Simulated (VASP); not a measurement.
# ScSbTe4 (P4/mmm) in VASP: notebook

Runs on ScSbTe4. Level: PBE. Tasks: single point, relaxation of cell and atoms.

Program: VASP 6.6.1. These are calculated values, not measurements. Logs are shortened: lines on timing, memory, paths and dates and some standing lists are left out, and cuts for length are marked.

**1. The cell of the first run**

It takes space group P4/mmm (No. 123, tetragonal). Conventional cell: a = 4.769 Å, b = 4.769 Å, c = 6.864 Å, α = 90.00°, β = 90.00°, γ = 90.00°. Within 3.8 Å of Sc (site symmetry 4/mmm) lie 8 Te at 2.87 Å. Sb (site symmetry 4/mmm) has 8 Te at 3.01 Å within 4.0 Å. Te (site symmetry 2mm) has 2 Sc at 2.87 Å and 2 Sb at 3.01 Å and 6 Te at 3.19 to 3.67 Å within 3.8 Å.

The cell was built from a structure type or drawn by symmetry, and may not be a known phase.

**2. Single point, PBE**

Contents of INCAR:

```
ALGO = Normal ; EDIFF = 1E-6
ENCUT = 520 ; GGA = PE
ISIF = 2 ; ISMEAR = 0
LASPH = True ; LCHARG = False
LREAL = False ; LWAVE = False
NBANDS = 29 ; NELM = 80
PREC = Accurate ; SIGMA = 0.1
```

Contents of KPOINTS:

```
k-points
0
Gamma
  4 4 4
```

Contents of POSCAR:

```
ScSbTe4
1.0
    4.7693184100      0.0000000000      0.0000000000
    0.0000000000      4.7693184100      0.0000000000
    0.0000000000      0.0000000000      6.8635460200
Sc Sb Te
1 1 4
Direct
    0.5000000000      0.5000000000      0.5000000000
    0.0000000000      0.0000000000      0.0000000000
    0.5000000000      0.0000000000      0.7327468400
    0.0000000000      0.5000000000      0.2672531600
    0.5000000000      0.0000000000      0.2672531600
    0.0000000000      0.5000000000      0.7327468400
```

Potentials or basis: VASP PAW PBE potentials, release 64 (Sc_sv, Sb, Te).

Run with:

```console
$ cat potpaw_PBE.64/Sc_sv/POTCAR potpaw_PBE.64/Sb/POTCAR potpaw_PBE.64/Te/POTCAR > POTCAR
$ mpirun -np 1 vasp_std > vasp.out
```

OUTCAR:

```text
EDIFF = 1E-6
   ENCUT = 520
   GGA = PE
   ISIF = 2
   ISMEAR = 0
   LASPH = True
   LREAL = False
   NELM = 80
   PREC = Accurate

 ion  position               nearest neighbor table
   1  0.500  0.500  0.500-   3 2.87   4 2.87   5 2.87   6 2.87   3 2.87   5 2.87   4 2.87   6 2.87

   2  0.000  0.000  0.000-   3 3.01   4 3.01   5 3.01   6 3.01   4 3.01   6 3.01   3 3.01   5 3.01

   3  0.500  0.000  0.733-   1 2.87   1 2.87   2 3.01   2 3.01   5 3.19   6 3.37   6 3.37   6 3.37
                             6 3.37   5 3.67
   4  0.000  0.500  0.267-   1 2.87   1 2.87   2 3.01   2 3.01   6 3.19   5 3.37   5 3.37   5 3.37
                             5 3.37   6 3.67
   5  0.500  0.000  0.267-   1 2.87   1 2.87   2 3.01   2 3.01   3 3.19   4 3.37   4 3.37   4 3.37
                             4 3.37   3 3.67
   6  0.000  0.500  0.733-   1 2.87   1 2.87   2 3.01   2 3.01   4 3.19   3 3.37   3 3.37   3 3.37
                             3 3.37   4 3.67

  LATTYP: Found a simple tetragonal cell.
 ALAT       =     4.7693184100
 C/A-ratio  =     1.4391041717

  Lattice vectors:

 A1 = (   4.7693184100,   0.0000000000,   0.0000000000)
 A2 = (   0.0000000000,   4.7693184100,   0.0000000000)
 A3 = (   0.0000000000,   0.0000000000,   6.8635460200)

Analysis of symmetry for initial positions (statically):
=====================================================================
 Subroutine PRICEL returns:
 Original cell was already a primitive cell.

 Routine SETGRP: Setting up the symmetry group for a
 simple tetragonal supercell.

 Subroutine GETGRP returns: Found 16 space group operations
 (whereof 16 operations were pure point group operations)
 out of a pool of 16 trial point group operations.

The static configuration has the point symmetry D_4h.

Analysis of symmetry for dynamics (positions and initial velocities):
=====================================================================
 Subroutine PRICEL returns:
 Original cell was already a primitive cell.

 Routine SETGRP: Setting up the symmetry group for a
 simple tetragonal supercell.

 Subroutine GETGRP returns: Found 16 space group operations
 (whereof 16 operations were pure point group operations)
 out of a pool of 16 trial point group operations.

The dynamic configuration has the point symmetry D_4h.

 Subroutine INISYM returns: Found 16 space group operations
 (whereof 16 operations are pure point group operations),
 and found     1 'primitive' translations

----------------------------------------------------------------------------------------

                                     Primitive cell

  volume of cell :     156.1210

  direct lattice vectors                    reciprocal lattice vectors
     4.769318410  0.000000000  0.000000000     0.209673566  0.000000000  0.000000000
     0.000000000  4.769318410  0.000000000     0.000000000  0.209673566  0.000000000
     0.000000000  0.000000000  6.863546020     0.000000000  0.000000000  0.145697282

  length of vectors
     4.769318410  4.769318410  6.863546020     0.209673566  0.209673566  0.145697282

  position of ions in fractional coordinates (direct lattice)
     0.500000000  0.500000000  0.500000000
     0.000000000  0.000000000  0.000000000
     0.500000000  0.000000000  0.732746840
     0.000000000  0.500000000  0.267253160
     0.500000000  0.000000000  0.267253160
     0.000000000  0.500000000  0.732746840

  ion indices of the primitive-cell ions
   primitive index   ion index
                 1           1
                 2           2
                 3           3
                 4           4
                 5           5
                 6           6

----------------------------------------------------------------------------------------

 KPOINTS: k-points

Automatic generation of k-mesh.
 Grid dimensions read from file:
 generate k-points for:    4    4    4

 Generating k-lattice:

  Cartesian coordinates                     Fractional coordinates (reciprocal lattice)
[... 57 lines left out ...]
      4     -19.9151      2.00000
      5      -5.6349      2.00000
      6      -3.7906      2.00000
[... 21 lines left out ...]
     28      11.6407      0.00000
     29      12.0095      0.00000

 k-point     3 :       0.5000    0.0000    0.0000
  band No.  band energies     occupation
      1     -41.2159      2.00000
      2     -19.9480      2.00000
      3     -19.9284      2.00000
      4     -19.9148      2.00000
      5      -4.8491      2.00000
      6      -4.3606      2.00000
[... 21 lines left out ...]
     28      12.2415      0.00000
     29      12.2713      0.00000

 k-point     4 :       0.2500    0.2500    0.0000
  band No.  band energies     occupation
      1     -41.2159      2.00000
      2     -19.9481      2.00000
      3     -19.9216      2.00000
      4     -19.9216      2.00000
      5      -5.2937      2.00000
      6      -3.5220      2.00000
[... 21 lines left out ...]
     28      11.4965      0.00000
     29      11.7183      0.00000

 k-point     5 :       0.5000    0.2500    0.0000
  band No.  band energies     occupation
      1     -41.2158      2.00000
      2     -19.9470      2.00000
      3     -19.9281      2.00000
      4     -19.9213      2.00000
      5      -4.5333      2.00000
      6      -4.1945      2.00000
[... 21 lines left out ...]
     28      11.7399      0.00000
     29      12.0089      0.00000
[... 318 lines left out ...]
     28      11.7393      0.00000
     29      11.8561      0.00000

 k-point    16 :       0.2500    0.2500    0.5000
  band No.  band energies     occupation
      1     -41.2159      2.00000
      2     -19.9481      2.00000
      3     -19.9216      2.00000
      4     -19.9215      2.00000
      5      -4.7870      2.00000
      6      -4.4914      2.00000
[... 21 lines left out ...]
     28      11.8905      0.00000
     29      12.1334      0.00000

 k-point    17 :       0.5000    0.2500    0.5000
  band No.  band energies     occupation
      1     -41.2158      2.00000
      2     -19.9471      2.00000
      3     -19.9281      2.00000
      4     -19.9213      2.00000
      5      -4.1270      2.00000
      6      -3.7424      2.00000
[... 21 lines left out ...]
     28      11.8708      0.00000
     29      11.9186      0.00000

 k-point    18 :       0.5000    0.5000    0.5000
  band No.  band energies     occupation
      1     -41.2156      2.00000
      2     -19.9461      2.00000
      3     -19.9278      2.00000
      4     -19.9278      2.00000
      5      -3.5377      2.00000
      6      -3.5377      2.00000
[... 21 lines left out ...]
     28      12.1419      0.00000
     29      12.1419      0.00000

------------------------ aborting loop because EDIFF is reached ----------------------------------------

  FORCE on cell =-STRESS in cart. coord.  units (eV):
  Direction    XX          YY          ZZ          XY          YZ          ZX
  --------------------------------------------------------------------------------------
  -------------------------------------------------------------------------------------
  Total       14.0497836     14.0497836     15.7625044      0.0000000     -0.0000000     -0.0000000
  in kB      144.1846516    144.1846516    161.7612959      0.0000000     -0.0000000     -0.0000000
  external PRESSURE =     150.0435330 kB  Pullay stress =       0.0000000 kB

 VOLUME and BASIS-vectors are now :
 -----------------------------------------------------------------------------
  energy-cutoff  :      520.00
  volume of cell :      156.12
      direct lattice vectors                 reciprocal lattice vectors
     4.769318410  0.000000000  0.000000000     0.209673566  0.000000000  0.000000000
     0.000000000  4.769318410  0.000000000     0.000000000  0.209673566  0.000000000
     0.000000000  0.000000000  6.863546020     0.000000000  0.000000000  0.145697282

 POSITION                                       TOTAL-FORCE (eV/Angst)
 -----------------------------------------------------------------------------------
      2.38466      2.38466      3.43177         0.000000      0.000000      0.000000
      0.00000      0.00000      0.00000         0.000000      0.000000      0.000000
      2.38466      0.00000      5.02924         0.000000      0.000000      0.125720
      0.00000      2.38466      1.83430        -0.000000     -0.000000     -0.125720
      2.38466      0.00000      1.83430        -0.000000      0.000000     -0.125720
      0.00000      2.38466      5.02924         0.000000     -0.000000      0.125720
 -----------------------------------------------------------------------------------
    total drift:                                0.000000      0.000000      0.000000

  FREE ENERGIE OF THE ION-ELECTRON SYSTEM (eV)
  ---------------------------------------------------
  free  energy   TOTEN  =       -23.6079072198 eV

  energy  without entropy=      -23.5793768248  energy(sigma->0) =      -23.59364202
```

Wall time 50 s (1 thread of Intel Xeon 6975P-C (Granite Rapids), shared host); peak memory 0.28 GiB.

Results:

* Free energy: -23.6079 eV
* Pressure: 15.0 GPa
* Largest force: 0.126 eV/Å
* Band gap on the k mesh: zero (bands 20 and 21 overlap by 1.50 eV)

Forces in eV/Å, atoms in the order of the input:
```
Sc   0.000  0.000  0.000
Sb   0.000  0.000  0.000
Te   0.000  0.000  0.126
Te   0.000  0.000 -0.126
Te   0.000  0.000 -0.126
Te   0.000  0.000  0.126
```

Levels at points of the mesh, in eV from the Fermi level:
```
           k point  band 17  band 18  band 19  band 20  band 21  band 22
(0.00, 0.00, 0.00)    -1.25    -1.25     0.01     0.01     1.01     1.05
(0.50, 0.00, 0.00)    -2.23    -1.79    -1.16    -0.61    -0.07     0.57
(0.50, 0.50, 0.00)    -0.23    -0.23     0.61     0.84     1.87     1.99
(0.00, 0.00, 0.50)    -1.58    -1.53    -0.83    -0.63     0.13     0.13
(0.50, 0.00, 0.50)    -2.91    -2.81    -2.61    -2.30     0.70     1.28
(0.50, 0.50, 0.50)    -2.20    -0.84    -0.34     1.10     1.21     1.38
```

Caveat: the cell stands under pressure; spin-orbit coupling is left out, which moves the levels of the heavy elements.

**3. Single point, PBE**

This run uses another cell than the first one, of 31.81 Å³/atom.

Contents of INCAR:

```
SYSTEM = ScSbTe4
PREC = Accurate
ENCUT = 520
EDIFF = 1E-7
ISMEAR = 0
SIGMA = 0.1
LREAL = .False.
LASPH = .True.
NELM = 100
ALGO = Normal
ISIF = 2
LWAVE = .False.
LCHARG = .False.
GGA = PE
NBANDS = 29
```

Contents of KPOINTS:

```
regular mesh
0
Gamma
  4 4 4
  0 0 0
```

Contents of POSCAR:

```
ScSbTe4
1.0
    5.0861193008      0.0000000000      0.0000000000
    0.0000000000      5.0861193008      0.0000000000
    0.0000000000      0.0000000000      7.3787515824
Sc Sb Te
1 1 4
Direct
    0.5000000000      0.5000000000      0.5000000000
    0.0000000000      0.0000000000      0.0000000000
    0.5000000000      0.0000000000      0.7320272294
    0.0000000000      0.5000000000      0.2679727706
    0.5000000000      0.0000000000      0.2679727706
    0.0000000000      0.5000000000      0.7320272294
```

Potentials or basis: VASP PAW PBE potentials, release 64 (Sc_sv, Sb, Te).

Run with:

```console
$ cat potpaw_PBE.64/Sc_sv/POTCAR potpaw_PBE.64/Sb/POTCAR potpaw_PBE.64/Te/POTCAR > POTCAR
$ mpirun -np 1 vasp_std > vasp.out
```

Run time: 93 s. Hardware: 1 thread of Intel Xeon 6975P-C (Granite Rapids), shared host; peak memory 0.34 GiB.

Results (log left out):

```
Free energy            : -24.9965 eV
Pressure               : 0.1 GPa
Largest force          : 0.008 eV/Å
Band gap on the k mesh : zero (bands 20 and 21 overlap by 1.38 eV)
```

Forces on the atoms (eV/Å):
```
Sc   0.000  0.000  0.000
Sb   0.000  0.000  0.000
Te   0.000  0.000  0.008
Te   0.000  0.000 -0.008
Te   0.000  0.000 -0.008
Te   0.000  0.000  0.008
```

Levels at points of the mesh, in eV from the Fermi level:
```
           k point  band 18  band 19  band 20  band 21  band 22  band 23
(0.00, 0.00, 0.00)    -1.03     0.02     0.02     1.14     1.14     1.16
(0.50, 0.00, 0.00)    -1.64    -1.13    -0.53     0.27     0.31     0.89
(0.50, 0.50, 0.00)    -0.24     0.66     0.98     1.37     1.39     1.63
(0.00, 0.00, 0.50)    -1.15    -0.67    -0.21     0.05     0.05     1.18
(0.50, 0.00, 0.50)    -2.29    -1.93    -1.93     0.14     1.29     1.80
(0.50, 0.50, 0.50)    -0.65     0.10     0.91     1.05     1.21     1.22
```

Caveat: spin-orbit coupling is left out, which moves the levels of the heavy elements.

**4. Single point, PBE**

This run uses another cell than the first one, of 31.89 Å³/atom.

INCAR, as its differences from that of step 3:

```diff
@@ -3,3 +3,3 @@
 ENCUT = 520
-EDIFF = 1E-7
+EDIFF = 1E-6
 ISMEAR = 0
```

Contents of KPOINTS:

```
regular mesh
0
Gamma
  8 8 6
  0 0 0
```

Contents of POSCAR:

```
ScSbTe4
1.0
    5.0720843060      0.0000000000      0.0000000000
    0.0000000000      5.0720843060      0.0000000000
    0.0000000000      0.0000000000      7.4372260802
Sc Sb Te
1 1 4
Direct
    0.5000000000      0.5000000000      0.5000000000
    0.0000000000      0.0000000000      0.0000000000
    0.5000000000      0.0000000000      0.7308382591
    0.0000000000      0.5000000000      0.2691617409
    0.5000000000      0.0000000000      0.2691617409
    0.0000000000      0.5000000000      0.7308382591
```

Run with:

```console
$ cat potpaw_PBE.64/Sc_sv/POTCAR potpaw_PBE.64/Sb/POTCAR potpaw_PBE.64/Te/POTCAR > POTCAR
$ mpirun -np 1 vasp_std > vasp.out
```

Run time: 4.9 min. Hardware: 1 thread of Intel Xeon 6975P-C (Granite Rapids), shared host; peak memory 0.49 GiB.

It converged, with:

```
Free energy            : -25.0190 eV
Pressure               : 0.0 GPa
Largest force          : 0.015 eV/Å
Band gap on the k mesh : zero (bands 20 and 21 overlap by 1.69 eV)
```

Forces in eV/Å, atoms in the order of the input:
```
Sc   0.000  0.000  0.000
Sb   0.000  0.000  0.000
Te   0.000  0.000  0.015
Te   0.000  0.000 -0.015
Te   0.000  0.000 -0.015
Te   0.000  0.000  0.015
```

Levels at points of the mesh, in eV from the Fermi level:
```csv
k point,band 18,band 19,band 20,band 21,band 22,band 23
"(0.00, 0.00, 0.00)",-0.98,0.05,0.05,1.15,1.15,1.15
"(0.50, 0.00, 0.00)",-1.64,-1.13,-0.58,0.25,0.28,0.88
"(0.50, 0.50, 0.00)",-0.28,0.74,1.01,1.43,1.43,1.63
"(0.00, 0.00, 0.50)",-1.10,-0.61,-0.19,0.10,0.10,1.21
"(0.50, 0.00, 0.50)",-2.28,-1.91,-1.89,0.13,1.30,1.83
"(0.50, 0.50, 0.50)",-0.60,0.09,0.98,1.13,1.23,1.27
```

Caveat: spin-orbit coupling is left out, which moves the levels of the heavy elements.

**5. Relaxation of cell and atoms, PBE**

Contents of INCAR:

```
  PREC = Accurate
  ENCUT = 600
  EDIFF = 1E-6
  ISMEAR = 0
  SIGMA = 0.1
  LREAL = F
  LASPH = T
  NELM = 100
  ALGO = Normal
  ISIF = 3
  LWAVE = F
  LCHARG = F
  GGA = PE
  IBRION = 2
  NSW = 90
  EDIFFG = -0.04
```

Contents of KPOINTS:

```
regular mesh
0
Gamma
  4 4 4
```

Contents of POSCAR:

```
ScSbTe4
1.0
    4.7693184100      0.0000000000      0.0000000000
    0.0000000000      4.7693184100      0.0000000000
    0.0000000000      0.0000000000      6.8635460200
Sc Sb Te
1 1 4
Direct
    0.5000000000      0.5000000000      0.5000000000
    0.0000000000      0.0000000000      0.0000000000
    0.5000000000      0.0000000000      0.7327468400
    0.0000000000      0.5000000000      0.2672531600
    0.5000000000      0.0000000000      0.2672531600
    0.0000000000      0.5000000000      0.7327468400
```

Run with:

```console
$ cat potpaw_PBE.64/Sc_sv/POTCAR potpaw_PBE.64/Sb/POTCAR potpaw_PBE.64/Te/POTCAR > POTCAR
$ mpirun -np 1 vasp_std > vasp.out
```

Run time: 7 min. Hardware: 1 thread of Intel Xeon 6975P-C (Granite Rapids), shared host; peak memory 0.35 GiB.

Results (log left out):

- Free energy: -24.9944 eV
- Relaxed volume: 31.77 Å³/atom
- Relaxed cell: a = 5.082 Å, b = 5.082 Å, c = 7.381 Å, α = 90.00°, β = 90.00°, γ = 90.00°
- Space group after relaxing (to 0.1 Å): P4/mmm (No. 123)
- Energy gained by relaxing: 231.0 meV/atom
- Ionic steps: 6
- Pressure after relaxing: 0.2 GPa
- Band gap on the k mesh: zero (bands 20 and 21 overlap by 1.38 eV)

The path:
| step | energy change (eV) | largest force (eV/Å) | pressure (GPa) | volume (Å³) |
| --- | --- | --- | --- | --- |
| 1 | 0.0000 | 0.1258 | 15.01 | 156.12 |
| 2 | -0.9412 | 0.1242 | -4.73 | 217.92 |
| 3 | -1.3855 | 0.0441 | -0.03 | 191.28 |
| 4 | -1.3852 | 0.0409 | 0.16 | 190.53 |
| 5 | -1.3855 | 0.0315 | 0.17 | 190.56 |
| 6 | -1.3859 | 0.0011 | 0.16 | 190.62 |

Final structure:
```yaml
crystal:
  lattice:
    - [5.08190, 0.00000, 0.00000]
    - [0.00000, 5.08190, 0.00000]
    - [0.00000, 0.00000, 7.38098]
  atoms:
    - { symbol: Sc, position: [0.50000, 0.50000, 0.50000] }
    - { symbol: Sb, position: [0.00000, 0.00000, 0.00000] }
    - { symbol: Te, position: [0.50000, 0.00000, 0.73228] }
    - { symbol: Te, position: [0.00000, 0.50000, 0.26772] }
    - { symbol: Te, position: [0.50000, 0.00000, 0.26772] }
    - { symbol: Te, position: [0.00000, 0.50000, 0.73228] }
```

Levels at points of the mesh, in eV from the Fermi level:
| k point | band 18 | band 19 | band 20 | band 21 | band 22 | band 23 |
| --- | --- | --- | --- | --- | --- | --- |
| (0.00, 0.00, 0.00) | -1.03 | 0.01 | 0.01 | 1.15 | 1.15 | 1.16 |
| (0.50, 0.00, 0.00) | -1.65 | -1.13 | -0.55 | 0.27 | 0.30 | 0.88 |
| (0.50, 0.50, 0.00) | -0.25 | 0.66 | 0.98 | 1.37 | 1.40 | 1.64 |
| (0.00, 0.00, 0.50) | -1.17 | -0.68 | -0.22 | 0.05 | 0.05 | 1.18 |
| (0.50, 0.00, 0.50) | -2.29 | -1.94 | -1.94 | 0.14 | 1.28 | 1.80 |
| (0.50, 0.50, 0.50) | -0.64 | 0.10 | 0.92 | 1.05 | 1.22 | 1.22 |

Caveat: the volume moved by over 15 % at a fixed basis, so the end points are rough; spin-orbit coupling is left out, which moves the levels of the heavy elements.

**6. Summary**

```csv
task,cell,k mesh,cutoff (eV),gap on the mesh (eV),pressure (GPa),largest force (eV/Å)
single point,"a = 4.769, b = 4.769, c = 6.864 Å, 6 atoms, atomic positions A",4 × 4 × 4,520,none,15.0,0.13
single point,"a = 5.086, b = 5.086, c = 7.379 Å, 6 atoms, atomic positions A",4 × 4 × 4,520,none,0.1,0.01
single point,"a = 5.072, b = 5.072, c = 7.437 Å, 6 atoms, atomic positions B",8 × 8 × 6,520,none,0.0,0.01
relaxation of cell and atoms,"relaxed from a = 4.769, b = 4.769, c = 6.864 Å, 6 atoms, atomic positions A",4 × 4 × 4,600,none,0.2,-
```

Alike in all rows: level PBE; potentials or basis VASP PAW PBE potentials, release 64 (Sc_sv, Sb, Te); no spin polarisation; smearing gaussian 0.1 eV.

Caveats: spin-orbit coupling is left out, which moves the levels of the heavy elements; the cell stands under pressure (at least some runs); the volume moved by over 15 % at a fixed basis, so the end points are rough (at least some runs).

Total energies depend on the potentials used, so only differences within one code and one set of settings carry meaning.
